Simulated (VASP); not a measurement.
# TaN (P6_3/mmc) in VASP: a series of runs, part 2 of 2

VASP 6.6.1. The steps go on from the part before.

### Step 3. Single point, PBE (volume scaled by 1.02)

INCAR

```
SYSTEM = TaN
PREC     = Accurate       ! precision mode
ENCUT    = 520            ! plane-wave cutoff, eV
EDIFF    = 1E-6           ! SCF threshold, eV
ISMEAR   = -1             ! smearing method
SIGMA    = 0.01           ! smearing width, eV
LREAL    = .FALSE.        ! projectors in reciprocal space
LASPH    = .TRUE.         ! aspherical terms in the spheres
NELM     = 60             ! most SCF steps
ALGO     = Normal         ! electronic algorithm
ISIF     = 2              ! what is computed and relaxed
LWAVE    = .FALSE.        ! write WAVECAR
LCHARG   = .FALSE.        ! write CHGCAR
GGA      = PE             ! functional
NBANDS   = 24             ! bands
```

KPOINTS

```
Automatic mesh
0
G
  9 9 5
  0 0 0
```

POSCAR

```
TaN
1.0
    3.0681880104      0.0000000000      0.0000000000
   -1.5340940052      2.6571287606      0.0000000000
    0.0000000000      0.0000000000      4.9505704856
Ta N
2 2
Direct
    0.0000000000      0.0000000000      0.0000000000
    0.0000000000      0.0000000000      0.5000000000
    0.3333333333      0.6666666667      0.2500000000
    0.6666666667      0.3333333333      0.7500000000
```

Potentials or basis: VASP PAW PBE potentials, release 64 (Ta_pv, N).

On the command line:

```
$ cat potpaw_PBE.64/Ta_pv/POTCAR potpaw_PBE.64/N/POTCAR > POTCAR
$ mpirun -np 1 vasp_std > vasp.out
```

OUTCAR:

```text
SYSTEM = TaN
   PREC = Accurate
   ENCUT = 520
   EDIFF = 1E-6
   ISMEAR = -1
   LREAL = .FALSE.
   LASPH = .TRUE.
   NELM = 60
   ISIF = 2
   GGA = PE

 ion  position               nearest neighbor table
   1  0.000  0.000  0.000-   3 2.16   4 2.16   4 2.16   3 2.16   4 2.16   3 2.16   2 2.48   2 2.48

   2  0.000  0.000  0.500-   3 2.16   4 2.16   4 2.16   3 2.16   4 2.16   3 2.16   1 2.48   1 2.48

   3  0.333  0.667  0.250-   1 2.16   2 2.16   1 2.16   2 2.16   1 2.16   2 2.16
   4  0.667  0.333  0.750-   1 2.16   2 2.16   1 2.16   2 2.16   1 2.16   2 2.16

  LATTYP: Found a hexagonal cell.
 ALAT       =     3.0681880104
 C/A-ratio  =     1.6135160130

  Lattice vectors:

 A1 = (   3.0681880104,   0.0000000000,   0.0000000000)
 A2 = (  -1.5340940052,   2.6571287606,   0.0000000000)
 A3 = (   0.0000000000,   0.0000000000,   4.9505704856)

Analysis of symmetry for initial positions (statically):
=====================================================================
 Subroutine PRICEL returns:
 Original cell was already a primitive cell.

 Routine SETGRP: Setting up the symmetry group for a
 hexagonal supercell.

 Subroutine GETGRP returns: Found 24 space group operations
 (whereof 12 operations were pure point group operations)
 out of a pool of 24 trial point group operations.

The static configuration has the point symmetry D_3d.
 The point group associated with its full space group is D_6h.

Analysis of symmetry for dynamics (positions and initial velocities):
=====================================================================
 Subroutine PRICEL returns:
 Original cell was already a primitive cell.

 Routine SETGRP: Setting up the symmetry group for a
 hexagonal supercell.

 Subroutine GETGRP returns: Found 24 space group operations
 (whereof 12 operations were pure point group operations)
 out of a pool of 24 trial point group operations.

The dynamic configuration has the point symmetry D_3d.
 The point group associated with its full space group is D_6h.

 Subroutine INISYM returns: Found 24 space group operations
 (whereof 12 operations are pure point group operations),
 and found     1 'primitive' translations

----------------------------------------------------------------------------------------

                                     Primitive cell

  volume of cell :      40.3599

  direct lattice vectors                    reciprocal lattice vectors
     3.068188010  0.000000000  0.000000000     0.325925268  0.188173041  0.000000000
    -1.534094005  2.657128761  0.000000000     0.000000000  0.376346083  0.000000000
     0.000000000  0.000000000  4.950570486     0.000000000  0.000000000  0.201996922

  length of vectors
     3.068188010  3.068188010  4.950570486     0.376346083  0.376346083  0.201996922

  position of ions in fractional coordinates (direct lattice)
     0.000000000  0.000000000  0.000000000
     0.000000000  0.000000000  0.500000000
     0.333333333  0.666666667  0.250000000
     0.666666667  0.333333333  0.750000000

  ion indices of the primitive-cell ions
   primitive index   ion index
                 1           1
                 2           2
                 3           3
                 4           4

----------------------------------------------------------------------------------------

 KPOINTS: Automatic mesh

Automatic generation of k-mesh.
 Grid dimensions read from file:
 generate k-points for:    9    9    5

 Generating k-lattice:

  Cartesian coordinates                     Fractional coordinates (reciprocal lattice)
     0.036213919  0.020908116  0.000000000     0.111111111  0.000000000  0.000000000
     0.000000000  0.041816231  0.000000000     0.000000000  0.111111111  0.000000000
     0.000000000  0.000000000  0.040399384     0.000000000  0.000000000  0.200000000

  Length of vectors
     0.041816231  0.041816231  0.040399384

  Shift w.r.t. Gamma in fractional coordinates (k-lattice)
     0.000000000  0.000000000  0.000000000

 Subroutine IBZKPT returns following result:
 ===========================================

 Found     36 irreducible k-points:

 Following reciprocal coordinates:
            Coordinates               Weight
  0.000000  0.000000  0.000000      1.000000
  0.111111 -0.000000  0.000000      6.000000
  0.222222 -0.000000  0.000000      6.000000
  0.333333 -0.000000  0.000000      6.000000
  0.444444 -0.000000  0.000000      6.000000
  0.111111  0.111111  0.000000      6.000000
[... 16 lines left out ...]
  0.333333  0.222222  0.200000     24.000000
  0.333333  0.333333  0.200000      4.000000
 [... further k-points ...]
   k-points           NKPTS =     36   k-points in BZ     NKDIM =     36   number of bands    NBANDS=     24
   number of dos      NEDOS =    301   number of ions     NIONS =      4
   total plane-waves  NPLWV =  23040
   dimension x,y,z NGX =    24 NGY =   24 NGZ =   40
   dimension x,y,z NGXF=    48 NGYF=   48 NGZF=   80
   ions per type =               2   2
   NGX,Y,Z   is equivalent  to a cutoff of  13.00, 13.00, 13.43 a.u.
   NGXF,Y,Z  is equivalent  to a cutoff of  26.01, 26.01, 26.86 a.u.
 SYSTEM =  TaN
   PREC   = accura    normal or accurate (medium, high low for compatibility)
   ISTART =      0    job   : 0-new  1-cont  2-samecut
   ICHARG =      2    charge: 1-file 2-atom 10-const
   ISPIN  =      1    spin polarized calculation?
   LNONCOLLINEAR =      F non collinear calculations
   LSORBIT =      F    spin-orbit coupling
   LASPH  =      T    aspherical Exc in radial PAW
   ENCUT  =  520.0 eV  38.22 Ry    6.18 a.u.   5.70  5.70  9.20*2*pi/ulx,y,z
   NELM   =     60;   NELMIN=  2; NELMDL= -5     # of ELM steps
   EDIFF  = 0.1E-05   stopping-criterion for ELM
   LREAL  =      F    real-space projection
   EDIFFG = 0.1E-04   stopping-criterion for IOM
   NSW    =      0    number of steps for IOM
   IBRION =     -1    ionic relax: 0-MD 1-quasi-New 2-CG
   NFREE  =      0    steps in history (QN), initial steepest desc. (CG)
   ISIF   =      2    stress and relaxation
   ISYM   =      2    0-nonsym 1-usesym 2-fastsym
   POTIM  = 0.5000    time-step for ionic-motion
   TEBEG  =    0.0;   TEEND  =   0.0 temperature during run
   PSTRESS=    0.0 pullay stress
   NELECT =      32.0000    total number of electrons
   NUPDOWN=      -1.0000    fix difference up-down
   EMIN   =  10.00;   EMAX   =-10.00  energy-range for DOS
   EFERMI =   0.00;   METHOD = LEGACY
   ISMEAR =    -1;   SIGMA  =   0.01  broadening in eV -4-tet -1-fermi 0-gaus
   EFERMI_NEDOS =   21; number of points for ismear=-14 and -15
   IALGO  =     38    algorithm
   IMIX   =      4    mixing-type and parameters
     AMIX     =   0.40;   BMIX     =  1.00
     AMIX_MAG =   1.60;   BMIX_MAG =  1.00
  volume/ion in A,a.u.               =      10.09        68.09
  Fermi-wavevector in a.u.,A,eV,Ry     =   1.515217  2.863345 31.237386  2.295883
  Thomas-Fermi vector in A             =   2.624771
   LORBIT       =      0    0 simple, 1 ext, 2 COOP (PROOUT), +10 PAW based schemes
   GGA     = PE    functional components
   LHFCALC =     F    Hartree Fock is set to
   AEXX    =    0.0000 exact exchange contribution
   IVDW    =     0    specifies the selected vdW correction
   LEPSILON=     F    determine dielectric tensor
   LRPA    =     F    only Hartree local field effects (RPA)
 non-spin polarized calculation
  energy-cutoff  :      520.00
  volume of cell :       40.36
 maximum number of plane-waves:      1099
 NGX is ok and might be reduce to    24
   NGX = 11   NGY = 11   NGZ = 19

 number of electron      32.0000003 magnetization

 Free energy of the ion-electron system (eV)
  ---------------------------------------------------
  ext. energy  EPLUGINS =         0.00000000
  ---------------------------------------------------
  free energy    TOTEN  =       -41.56650475 eV

  energy without entropy =      -41.56483977  energy(sigma->0) =      -41.56567226

 E-fermi :   9.6664     XC(G=0): -13.6353

 val. band max:        9.6612419159   @ k =   0.2222   0.2222   0.4000
 cond. band min:       9.6783760465   @ k =   0.3333   0.2222   0.2000
 fundamental gap:      0.0171341306
 Fermi energy:         9.6663585206

 k-point     1 :       0.0000    0.0000    0.0000
  band No.  band energies     occupation
      1     -27.4146      2.00000
      2     -25.6974      2.00000
      3     -25.6974      2.00000
      4     -25.3451      2.00000
      5     -25.3451      2.00000
      6     -24.5391      2.00000
[... 637 lines left out ...]
     23      16.8655      0.00000
     24      16.8655      0.00000

 [... further k-points ...]
[... 5 lines left out ...]
  --------------------------------------------------------------------------------------
  -------------------------------------------------------------------------------------
  Total        6.0243886      6.0243886     26.2434848     -0.0000000      0.0000000     -0.0000000
  in kB      239.1518485    239.1518486   1041.7949995     -0.0000000      0.0000000     -0.0000000
  external PRESSURE =     506.6995655 kB  Pullay stress =       0.0000000 kB

 VOLUME and BASIS-vectors are now :
 -----------------------------------------------------------------------------
  energy-cutoff  :      520.00
  volume of cell :       40.36
      direct lattice vectors                 reciprocal lattice vectors
     3.068188010  0.000000000  0.000000000     0.325925268  0.188173041  0.000000000
    -1.534094005  2.657128761  0.000000000     0.000000000  0.376346083  0.000000000
     0.000000000  0.000000000  4.950570486     0.000000000  0.000000000  0.201996922

 POSITION                                       TOTAL-FORCE (eV/Angst)
 -----------------------------------------------------------------------------------
      0.00000      0.00000      0.00000         0.000000      0.000000      0.000000
      0.00000      0.00000      2.47529         0.000000      0.000000      0.000000
     -0.00000      1.77142      1.23764        -0.000000      0.000000      0.000000
      1.53409      0.88571      3.71293         0.000000      0.000000     -0.000000
 -----------------------------------------------------------------------------------
    total drift:                               -0.000000      0.000000      0.000000

  FREE ENERGIE OF THE ION-ELECTRON SYSTEM (eV)
  ---------------------------------------------------
  free  energy   TOTEN  =       -41.5665047527 eV

  energy  without entropy=      -41.5648397710  energy(sigma->0) =      -41.56567226
```

It took 48 s on 1 thread of Intel Xeon 8259CL, shared host; peak memory 0.18 GiB.

What came out:

- Free energy: -41.5665 eV
- Pressure: 50.7 GPa
- Band gap on the k mesh: zero (band 16 reaches 10.35 eV, above the bottom of band 17 at 7.88 eV)

Levels at points of the mesh, in eV from the Fermi level:
```csv
k point,band 14,band 15,band 16,band 17,band 18,band 19
"(0.00, 0.00, 0.00)",-3.58,-3.57,-1.78,-1.78,-0.60,-0.60
```

Caveat: spin-orbit coupling is left out, which moves the levels of the heavy elements.
